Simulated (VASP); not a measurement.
# Hf2TaN2 (P-3m1) in VASP: a series of runs

The runs below take Hf2TaN2 through single point, relaxation of cell and atoms, with PBE.

Program: VASP 6.6.1. These are calculated values, not measurements. Logs are shortened: lines on timing, memory, paths and dates and some standing lists are left out, and cuts for length are marked.

**1. The cell of the first run**

It takes space group P-3m1 (No. 164, trigonal). Conventional cell: a = 3.512 Å, b = 3.512 Å, c = 6.254 Å, α = 90.00°, β = 90.00°, γ = 120.00°. Hf (site symmetry 3m) has 4 N at 2.08 to 2.09 Å and 3 Ta at 2.73 Å within 2.8 Å. Ta (site symmetry -3m) has 6 Hf at 2.73 Å and 6 N at 3.10 Å and 6 Ta at 3.51 Å within 3.6 Å. Within 2.8 Å of N (site symmetry 3m) lie 4 Hf at 2.08 to 2.09 Å and 3 N at 2.56 Å.

**2. Single point, PBE**

The input, INCAR:

```
  ALGO = Normal
  EDIFF = 1E-7
  ENCUT = 520
  GGA = PE
  ISIF = 2
  ISMEAR = 0
  LASPH = T
  LCHARG = F
  LREAL = F
  LWAVE = F
  NBANDS = 28
  NELM = 100
  PREC = Accurate
  SIGMA = 0.1
```

The input, KPOINTS:

```
k-points
0
Gamma
  6 6 4
```

The input, POSCAR:

```
Hf2TaN2
1.0
    3.5122080100      0.0000000000      0.0000000000
   -1.7561040100      3.0416613600      0.0000000000
    0.0000000000      0.0000000000      6.2536968100
Hf Ta N
2 1 2
Direct
    0.6666666700      0.3333333300      0.7081102100
    0.3333333300      0.6666666700      0.2918897900
    0.0000000000      0.0000000000      0.0000000000
    0.6666666700      0.3333333300      0.3747236700
    0.3333333300      0.6666666700      0.6252763300
```

Potentials or basis: VASP PAW PBE potentials, release 64 (Hf_pv, Ta_pv, N).

Run with:

```console
> cat potpaw_PBE.64/Hf_pv/POTCAR potpaw_PBE.64/Ta_pv/POTCAR potpaw_PBE.64/N/POTCAR > POTCAR
> mpirun -np 1 vasp_std > vasp.out
```

OUTCAR:

```text
EDIFF = 1E-7
   ENCUT = 520
   GGA = PE
   ISIF = 2
   ISMEAR = 0
   LASPH = T
   LREAL = F
   NELM = 100
   PREC = Accurate

 ion  position               nearest neighbor table
   1  0.667  0.333  0.708-   4 2.08   5 2.09   5 2.09   5 2.09   3 2.73   3 2.73   3 2.73   2 3.30
                             2 3.30   2 3.30
   2  0.333  0.667  0.292-   5 2.08   4 2.09   4 2.09   4 2.09   3 2.73   3 2.73   3 2.73   1 3.30
                             1 3.30   1 3.30
   3  0.000  0.000  0.000-   1 2.73   2 2.73   1 2.73   2 2.73   1 2.73   2 2.73
   4  0.667  0.333  0.375-   1 2.08   2 2.09   2 2.09   2 2.09
   5  0.333  0.667  0.625-   2 2.08   1 2.09   1 2.09   1 2.09

  LATTYP: Found a hexagonal cell.
 ALAT       =     3.5122080100
 C/A-ratio  =     1.7805599191

  Lattice vectors:

 A1 = (   3.5122080100,   0.0000000000,   0.0000000000)
 A2 = (  -1.7561040100,   3.0416613600,   0.0000000000)
 A3 = (   0.0000000000,   0.0000000000,   6.2536968100)

Analysis of symmetry for initial positions (statically):
=====================================================================
 Subroutine PRICEL returns:
 Original cell was already a primitive cell.

 Routine SETGRP: Setting up the symmetry group for a
 hexagonal supercell.

 Subroutine GETGRP returns: Found 12 space group operations
 (whereof 12 operations were pure point group operations)
 out of a pool of 24 trial point group operations.

The static configuration has the point symmetry D_3d.

Analysis of symmetry for dynamics (positions and initial velocities):
=====================================================================
 Subroutine PRICEL returns:
 Original cell was already a primitive cell.

 Routine SETGRP: Setting up the symmetry group for a
 hexagonal supercell.

 Subroutine GETGRP returns: Found 12 space group operations
 (whereof 12 operations were pure point group operations)
 out of a pool of 24 trial point group operations.

The dynamic configuration has the point symmetry D_3d.

 Subroutine INISYM returns: Found 12 space group operations
 (whereof 12 operations are pure point group operations),
 and found     1 'primitive' translations

----------------------------------------------------------------------------------------

                                     Primitive cell

  volume of cell :      66.8079

[... 92 lines left out ...]
   NELM   =    100;   NELMIN=  2; NELMDL= -5     # of ELM steps
   EDIFF  = 0.1E-06   stopping-criterion for ELM
   LREAL  =      F    real-space projection
   EDIFFG = 0.1E-05   stopping-criterion for IOM
   NSW    =      0    number of steps for IOM
   IBRION =     -1    ionic relax: 0-MD 1-quasi-New 2-CG
   NFREE  =      0    steps in history (QN), initial steepest desc. (CG)
   ISIF   =      2    stress and relaxation
   ISYM   =      2    0-nonsym 1-usesym 2-fastsym
   POTIM  = 0.5000    time-step for ionic-motion
   TEBEG  =    0.0;   TEEND  =   0.0 temperature during run
   PSTRESS=    0.0 pullay stress
   NELECT =      41.0000    total number of electrons
   NUPDOWN=      -1.0000    fix difference up-down
   EMIN   =  10.00;   EMAX   =-10.00  energy-range for DOS
   EFERMI =   0.00;   METHOD = LEGACY
   ISMEAR =     0;   SIGMA  =   0.10  broadening in eV -4-tet -1-fermi 0-gaus
   EFERMI_NEDOS =   21; number of points for ismear=-14 and -15
   IALGO  =     38    algorithm
   IMIX   =      4    mixing-type and parameters
     AMIX     =   0.40;   BMIX     =  1.00
     AMIX_MAG =   1.60;   BMIX_MAG =  1.00
  volume/ion in A,a.u.               =      13.36        90.17
  Fermi-wavevector in a.u.,A,eV,Ry     =   1.391213  2.629010 26.333699  1.935472
  Thomas-Fermi vector in A             =   2.515073
   LORBIT       =      0    0 simple, 1 ext, 2 COOP (PROOUT), +10 PAW based schemes
   GGA     = PE    functional components
   LHFCALC =     F    Hartree Fock is set to
   AEXX    =    0.0000 exact exchange contribution
   IVDW    =     0    specifies the selected vdW correction
   LEPSILON=     F    determine dielectric tensor
   LRPA    =     F    only Hartree local field effects (RPA)
 non-spin polarized calculation
 Gauss-broadening in eV      SIGMA  =   0.10
  energy-cutoff  :      520.00
  volume of cell :       66.81
 maximum number of plane-waves:      1835
 NGX is ok and might be reduce to    28
   NGX = 13   NGY = 13   NGZ = 23

 number of electron      40.9999999 magnetization

 Free energy of the ion-electron system (eV)
  ---------------------------------------------------
  ext. energy  EPLUGINS =         0.00000000
  ---------------------------------------------------
  free energy    TOTEN  =       -48.20861808 eV

  energy without entropy =      -48.18121637  energy(sigma->0) =      -48.19491723

 E-fermi :   6.2936     XC(G=0): -12.3187

 val. band max:        6.2895428806   @ k =   0.5000   0.0000   0.2500
 cond. band min:       6.3104471897   @ k =   0.1667   0.0000   0.2500
 fundamental gap:      0.0209043090
 Fermi energy:         6.2936117185

 k-point     1 :       0.0000    0.0000    0.0000
  band No.  band energies     occupation
      1     -27.7427      2.00000
      2     -27.4293      2.00000
      3     -27.4293      2.00000
      4     -24.0247      2.00000
      5     -23.6816      2.00000
      6     -23.6816      2.00000
[... 733 lines left out ...]
     27      11.1729      0.00000
     28      11.1847      0.00000

------------------------ aborting loop because EDIFF is reached ----------------------------------------

  FORCE on cell =-STRESS in cart. coord.  units (eV):
  Direction    XX          YY          ZZ          XY          YZ          ZX
  --------------------------------------------------------------------------------------
  -------------------------------------------------------------------------------------
  Total       10.4567172     10.4567172     21.7235535     -0.0000000      0.0000000      0.0000000
  in kB      250.7714165    250.7714165    520.9709886     -0.0000004      0.0000000      0.0000000
  external PRESSURE =     340.8379406 kB  Pullay stress =       0.0000000 kB

 VOLUME and BASIS-vectors are now :
 -----------------------------------------------------------------------------
  energy-cutoff  :      520.00
  volume of cell :       66.81
      direct lattice vectors                 reciprocal lattice vectors
     3.512208010  0.000000000  0.000000000     0.284721177  0.164383849  0.000000000
    -1.756104010  3.041661360  0.000000000     0.000000000  0.328767697  0.000000000
     0.000000000  0.000000000  6.253696810     0.000000000  0.000000000  0.159905418

 POSITION                                       TOTAL-FORCE (eV/Angst)
 -----------------------------------------------------------------------------------
      1.75610      1.01389      4.42831         0.000000     -0.000000     -2.559718
     -0.00000      2.02777      1.82539         0.000000      0.000000      2.559718
      0.00000      0.00000      0.00000        -0.000000      0.000000      0.000000
      1.75610      1.01389      2.34341        -0.000000      0.000000     -2.199004
     -0.00000      2.02777      3.91029         0.000000     -0.000000      2.199004
 -----------------------------------------------------------------------------------
    total drift:                               -0.000000      0.000000      0.000000

  FREE ENERGIE OF THE ION-ELECTRON SYSTEM (eV)
  ---------------------------------------------------
  free  energy   TOTEN  =       -48.2086180787 eV

  energy  without entropy=      -48.1812163745  energy(sigma->0) =      -48.19491723
```

OSZICAR:

```text
N       E                     dE             d eps       ncg     rms          rms(c)
DAV:   1     0.260510590790E+03    0.26051E+03   -0.22539E+04  1344   0.145E+03
DAV:   2    -0.389031559265E+02   -0.29941E+03   -0.29101E+03  1600   0.388E+02
DAV:   3    -0.549055015706E+02   -0.16002E+02   -0.15553E+02  1712   0.762E+01
DAV:   4    -0.551602996827E+02   -0.25480E+00   -0.25356E+00  1604   0.951E+00
DAV:   5    -0.551639343603E+02   -0.36347E-02   -0.36331E-02  1600   0.107E+00    0.926E+01
DAV:   6    -0.495326745354E+02    0.56313E+01   -0.52490E+01  1552   0.331E+01    0.648E+01
DAV:   7    -0.501966323387E+02   -0.66396E+00   -0.37052E+01  1644   0.267E+01    0.333E+01
DAV:   8    -0.482212529351E+02    0.19754E+01   -0.71798E+00  1552   0.158E+01    0.334E+00
DAV:   9    -0.482168988944E+02    0.43540E-02   -0.95980E-01  1596   0.446E+00    0.307E+00
DAV:  10    -0.482137608630E+02    0.31380E-02   -0.20976E-02  1616   0.862E-01    0.222E+00
DAV:  11    -0.482092261566E+02    0.45347E-02   -0.45055E-02  1612   0.111E+00    0.491E-01
DAV:  12    -0.482086113919E+02    0.61476E-03   -0.45890E-03  1520   0.369E-01    0.311E-01
DAV:  13    -0.482086144192E+02   -0.30273E-05   -0.30049E-04  1592   0.934E-02    0.216E-01
DAV:  14    -0.482086230187E+02   -0.85995E-05   -0.64744E-05  1608   0.478E-02    0.751E-02
DAV:  15    -0.482086191220E+02    0.38966E-05   -0.14481E-05  1472   0.214E-02    0.270E-02
DAV:  16    -0.482086177642E+02    0.13578E-05   -0.10977E-05  1640   0.163E-02    0.186E-02
DAV:  17    -0.482086181030E+02   -0.33881E-06   -0.51648E-07  1332   0.449E-03    0.346E-03
DAV:  18    -0.482086180787E+02    0.24301E-07   -0.46083E-08   800   0.145E-03
   1 F= -.48208618E+02 E0= -.48194917E+02  d E =-.274017E-01
```

Run time: 29 s. Hardware: 1 thread of Intel Xeon 6975P-C (Granite Rapids), shared host; peak memory 0.21 GiB.

Results:

* Free energy: -48.2086 eV
* Pressure: 34.1 GPa
* Largest force: 2.560 eV/Å

Forces on the atoms (eV/Å):
```
Hf   0.000  0.000 -2.560
Hf   0.000  0.000  2.560
Ta   0.000  0.000  0.000
N    0.000  0.000 -2.199
N    0.000  0.000  2.199
```

Caveat: spin-orbit coupling is left out, which moves the levels of the heavy elements; forces of over 1 eV/Å act on the atoms, so gaps and moduli don't describe the material at rest.

**3. Single point, PBE**

This run uses another cell than the first one, of 16.77 Å³/atom, 1.255 times its volume.

The input, INCAR:

```
PREC = Accurate ; ENCUT = 520
EDIFF = 1E-6 ; ISMEAR = 0
SIGMA = 0.1 ; LREAL = F
LASPH = T ; NELM = 60
ALGO = Normal ; ISIF = 2
LWAVE = F ; LCHARG = F
GGA = PE ; NBANDS = 28
```

The input, KPOINTS:

```
regular mesh
0
Gamma
  6 6 4
```

The input, POSCAR:

```
Hf2TaN2
1.0
    3.3994358350      0.0000000028      0.0000000000
   -1.6997179199      2.9439977903      0.0000000000
    0.0000000000      0.0000000000      8.3795018796
Hf Ta N
2 1 2
Direct
    0.6666666667      0.3333333333      0.6748793494
    0.3333333333      0.6666666667      0.3251206506
    0.0000000000      0.0000000000      0.0000000000
    0.6666666667      0.3333333333      0.3881352767
    0.3333333333      0.6666666667      0.6118647233
```

Potentials or basis: VASP PAW PBE potentials, release 64 (Hf_pv, Ta_pv, N).

Run with:

```console
> cat potpaw_PBE.64/Hf_pv/POTCAR potpaw_PBE.64/Ta_pv/POTCAR potpaw_PBE.64/N/POTCAR > POTCAR
> mpirun -np 1 vasp_std > vasp.out
```

Run time: 34 s. Hardware: 1 thread of Intel Xeon 6975P-C (Granite Rapids), shared host; peak memory 0.24 GiB.

The run converged. Its results:

```yaml
Free_energy: -51.4427 eV
Pressure: -0.8 GPa
Largest_force: 0.086 eV/Å
```

Forces in eV/Å, atoms in the order of the input:
```
Hf   0.000  0.000 -0.086
Hf   0.000  0.000  0.086
Ta   0.000  0.000  0.000
N    0.000  0.000  0.012
N    0.000  0.000 -0.012
```

Stress tensor (GPa, compression positive):
```
-0.84  0.00  0.00
 0.00 -0.84  0.00
 0.00  0.00 -0.67
```

Levels at points of the mesh, in eV from the Fermi level:
```
           k point  band 16  band 17  band 18  band 19  band 20  band 21  band 22  band 23  band 24  band 25
(0.00, 0.00, 0.00)    -4.55    -4.55    -3.27    -0.72     0.64     0.71     0.71     2.24     2.24     3.15
(0.50, 0.00, 0.00)    -3.23    -2.31    -2.30    -0.62    -0.51    -0.41     0.76     1.12     3.00     3.21
(0.00, 0.00, 0.50)    -4.56    -4.56    -2.32    -1.17     0.24     0.73     0.73     2.17     2.17     2.86
(0.50, 0.00, 0.50)    -2.69    -2.30    -2.15    -1.62    -0.45     0.22     0.70     1.14     2.92     3.52
```

Caveat: spin-orbit coupling is left out, which moves the levels of the heavy elements.

(Continued in part 2 of 2.)
